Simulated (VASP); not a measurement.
Wanted: the native input for a VASP 6.6.1 run.

```
Task                   : single point
Functional             : PBEsol
Potentials or basis    : VASP PAW PBE potentials, release 64 (Li_sv)
Cutoff                 : 520 eV
k mesh                 : 18 × 18 × 18
Occupations            : gaussian, width 0.15 eV
Spin                   : no spin polarisation
Dipole correction      : no
Further INCAR settings : ALGO = Normal; EDIFF = 1e-06; NBANDS = 8
```

The structure of Li lies in POSCAR:

```
Li
1.0
    0.0000000000      2.2020000000      2.2350300000
    2.2020000000      0.0000000000      2.2350300000
    2.2020000000      2.2020000000      0.0000000000
Li
1
Direct
    0.0000000000      0.0000000000      0.0000000000
```

This isn't the form of Li at room conditions, which is bcc.

This cell differs from its parent crystal: strain +0.0150 x Voigt [0, 0, 1, 0, 0, 0].

The input as run:

INCAR

```
ALGO     = Normal         # electronic algorithm
EDIFF    = 1E-6           # SCF threshold, eV
ENCUT    = 520            # plane-wave cutoff, eV
GGA      = PS             # functional
ISIF     = 2              # what is computed and relaxed
ISMEAR   = 0              # smearing method
LASPH    = T              # aspherical terms in the spheres
LCHARG   = T              # write CHGCAR
LELF     = T              # ELF
LREAL    = F              # projectors in reciprocal space
LVHAR    = T            
LWAVE    = F              # write WAVECAR
NBANDS   = 8              # bands
NELM     = 60             # most SCF steps
PREC     = Accurate       # precision mode
SIGMA    = 0.15           # smearing width, eV
```

KPOINTS

```
k-points
0
Gamma
  18 18 18
```

Potentials or basis: VASP PAW PBE potentials, release 64 (Li_sv).

The run is started by

```bash
$ cat potpaw_PBE.64/Li_sv/POTCAR > POTCAR
$ mpirun -np 1 vasp_std > vasp.out
```

Results of the run:

* Band gap on the k mesh: zero (an odd number of electrons rules out a gap without spin polarisation)

Caveat: the cell differs from its parent crystal (strain +0.0150 x Voigt [0, 0, 1, 0, 0, 0]).

Run time: 16 s on 1 thread of Intel(R) Xeon(R) 6975P-C (Granite Rapids) (shared host), peak memory 0.17 GiB.
